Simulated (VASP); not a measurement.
# ZnS in VASP: notebook, part 2 of 2

VASP 6.6.1. The steps go on from the part before.

### 5 Single point, r2SCAN (epitaxial 111 strain -2.5%)

POSCAR

```
ZnS
1.0
    0.0740096535      2.7010127505      2.7010127505
    2.7010127505      0.0740096535      2.7010127505
    2.7010127505      2.7010127505      0.0740096535
Zn S
1 1
Direct
    0.0025977992      0.0025977992      0.0025977992
    0.2474022008      0.2474022008      0.2474022008
```

INCAR.step1

```
SYSTEM = ZnS
PREC = Accurate
ENCUT = 520
ISMEAR = 0
SIGMA = 0.01
LREAL = .FALSE.
LASPH = .TRUE.
NELM = 80
NBANDS = 16
GGA = PE
ALGO = Normal
EDIFF = 1E-4
LWAVE = .TRUE.
LCHARG = .FALSE.
```

INCAR.step2

```
SYSTEM = ZnS
PREC = Accurate
ENCUT = 520
EDIFF = 1E-7
ISMEAR = 0
SIGMA = 0.01
LREAL = .FALSE.
LASPH = .TRUE.
NELM = 80
ALGO = Normal
ISIF = 2
LWAVE = .FALSE.
LCHARG = .FALSE.
METAGGA = R2SCAN
LMIXTAU = .TRUE.
NBANDS = 16
ISTART = 1
```

KPOINTS

```
Automatic mesh
0
G
  8 8 8
  0 0 0
```

Potentials or basis: VASP PAW PBE potentials, release 64 (Zn, S).

Run with:

```console
$ cat potpaw_PBE.64/Zn/POTCAR potpaw_PBE.64/S/POTCAR > POTCAR
$ cp INCAR.step1 INCAR
$ mpirun -np 1 vasp_std > vasp.out
$ cp INCAR.step2 INCAR
$ mpirun -np 1 vasp_std > vasp.out
```

OUTCAR:

```text
SYSTEM = ZnS
   PREC = Accurate
   ENCUT = 520
   EDIFF = 1E-7
   ISMEAR = 0
   LREAL = .FALSE.
   LASPH = .TRUE.
   NELM = 80
   ISIF = 2
   METAGGA = R2SCAN
   ISTART = 1

 ion  position               nearest neighbor table
   1  0.003  0.003  0.003-   2 2.30   2 2.30   2 2.30   2 2.32
   2  0.247  0.247  0.247-   1 2.30   1 2.30   1 2.30   1 2.32

  LATTYP: Found a trigonal (rhomboedric) cell.
 ALAT       =     3.8205257734
 COS(alpha) =     0.5272027934

  Lattice vectors:

 A1 = (   0.0740096535,   2.7010127505,   2.7010127505)
 A2 = (   2.7010127505,   0.0740096535,   2.7010127505)
 A3 = (   2.7010127505,   2.7010127505,   0.0740096535)

Analysis of symmetry for initial positions (statically):
=====================================================================
 Subroutine PRICEL returns:
 Original cell was already a primitive cell.

 Routine SETGRP: Setting up the symmetry group for a
 trigonal (rhombohedral) supercell.

 Subroutine GETGRP returns: Found  6 space group operations
 (whereof  6 operations were pure point group operations)
 out of a pool of 12 trial point group operations.

[... 156 lines left out ...]
  ext. energy  EPLUGINS =         0.00000000
  ---------------------------------------------------
  free energy    TOTEN  =       -18.84043160 eV

  energy without entropy =      -18.84043160  energy(sigma->0) =      -18.84043160

 E-fermi :   2.4218     XC(G=0): -10.5053

 val. band max:        2.3336540214   @ k =   0.0000   0.0000   0.0000
 cond. band min:       5.0762940866   @ k =   0.0000   0.0000   0.0000
 fundamental gap:      2.7426400651
 Fermi energy:         2.4217646222

 k-point     1 :       0.0000    0.0000    0.0000
  band No.  band energies     occupation
      1     -11.7441      2.00000
      2      -4.4584      2.00000
      3      -4.4208      2.00000
      4      -4.4208      2.00000
      5      -3.8335      2.00000
      6      -3.8335      2.00000
[... 433 lines left out ...]
      3      -4.3176      2.00000
      4      -4.2969      2.00000
      5      -3.8445      2.00000
      6      -3.8100      2.00000
[... 8 lines left out ...]
     15      15.0604      0.00000
     16      16.1705      0.00000

 [... further k-points ...]
[... 5 lines left out ...]
  --------------------------------------------------------------------------------------
  -------------------------------------------------------------------------------------
  Total        0.6883272      0.6883272      0.6883272     -0.3426166     -0.3426166     -0.3426166
  in kB       29.1822074     29.1822074     29.1822074    -14.5255151    -14.5255151    -14.5255151
  external PRESSURE =      29.1822074 kB  Pullay stress =       0.0000000 kB

 VOLUME and BASIS-vectors are now :
 -----------------------------------------------------------------------------
  energy-cutoff  :      520.00
  volume of cell :       37.79
      direct lattice vectors                 reciprocal lattice vectors
     0.074009653  2.701012750  2.701012750    -0.192903311  0.187758593  0.187758593
     2.701012750  0.074009653  2.701012750     0.187758593 -0.192903311  0.187758593
     2.701012750  2.701012750  0.074009653     0.187758593  0.187758593 -0.192903311

 POSITION                                       TOTAL-FORCE (eV/Angst)
 -----------------------------------------------------------------------------------
      0.01423      0.01423      0.01423         0.002526      0.002526      0.002526
      1.35478      1.35478      1.35478        -0.002526     -0.002526     -0.002526
 -----------------------------------------------------------------------------------
    total drift:                                0.003201      0.003201      0.003202

  FREE ENERGIE OF THE ION-ELECTRON SYSTEM (eV)
  ---------------------------------------------------
  free  energy   TOTEN  =       -18.8404315956 eV

  energy  without entropy=      -18.8404315956  energy(sigma->0) =      -18.84043160
```

OSZICAR.step1:

```text
N       E                     dE             d eps       ncg     rms          rms(c)
DAV:   1     0.908545777938E+02    0.90855E+02   -0.89412E+03  2096   0.137E+03
DAV:   2    -0.148396567059E+01   -0.92339E+02   -0.86624E+02  2408   0.266E+02
DAV:   3    -0.717206708350E+01   -0.56881E+01   -0.56668E+01  2536   0.643E+01
DAV:   4    -0.723043974072E+01   -0.58373E-01   -0.58360E-01  2528   0.671E+00
DAV:   5    -0.723110533638E+01   -0.66560E-03   -0.66559E-03  2616   0.691E-01    0.746E+00
DAV:   6    -0.682030248659E+01    0.41080E+00   -0.74272E-01  3128   0.308E+01    0.578E+00
DAV:   7    -0.679783132373E+01    0.22471E-01   -0.26648E-01  2528   0.477E+00    0.288E+00
DAV:   8    -0.679705456989E+01    0.77675E-03   -0.57138E-03  2696   0.105E+00    0.750E-01
DAV:   9    -0.679722202549E+01   -0.16746E-03   -0.13971E-03  2512   0.291E-01    0.904E-02
DAV:  10    -0.679737056495E+01   -0.14854E-03   -0.19805E-04  2624   0.102E-01    0.328E-02
DAV:  11    -0.679737459442E+01   -0.40295E-05   -0.30020E-05  1480   0.443E-02
   1 F= -.67973746E+01 E0= -.67973746E+01  d E =-.325935E-56
```

Run time: 93 s. Hardware: 1 thread of Intel Xeon 6975P-C (Granite Rapids), shared host; peak memory 0.18 GiB.

What came out:

```yaml
Free_energy: -18.8404 eV
Pressure: 2.9 GPa
Largest_force: 0.004 eV/Å
Band_gap_on_the_k_mesh: 2.74 eV, direct
```

Forces in eV/Å, atoms in the order of the input:
```
Zn   0.003  0.003  0.003
S   -0.003 -0.003 -0.003
```

Caveat: the cell differs from its parent crystal (epitaxial 111 strain -2.5%); the PAW data sets were made with another functional, which shifts forces and pressure a little.

### 6 Summary

| level | cell | smearing | gap on the mesh (eV) | pressure (GPa) |
| --- | --- | --- | --- | --- |
| PBE | a = 3.841, b = 3.841, c = 3.872 Å, angles 59.7, 59.7, 60.5°, 2 atoms | fermi-dirac 0.02 eV | 1.97 | 0.0 |
| PBE | a = 3.821 Å, angles 58.2°, 2 atoms | fermi-dirac 0.02 eV | 2.18 | 5.3 |
| r2SCAN | a = 3.841, b = 3.841, c = 3.872 Å, angles 59.7, 59.7, 60.5°, 2 atoms | gaussian 0.01 eV | 2.53 | -2.3 |
| r2SCAN | a = 3.821 Å, angles 58.2°, 2 atoms | gaussian 0.01 eV | 2.74 | 2.9 |

Alike in all rows: task single point; potentials or basis VASP PAW PBE potentials, release 64 (Zn, S); no spin polarisation; k mesh 8 × 8 × 8; cutoff (eV) 520.

Caveats: the PAW data sets were made with another functional, which shifts forces and pressure a little (some runs).

Total energies depend on the potentials used, so only differences within one code and one set of settings carry meaning.
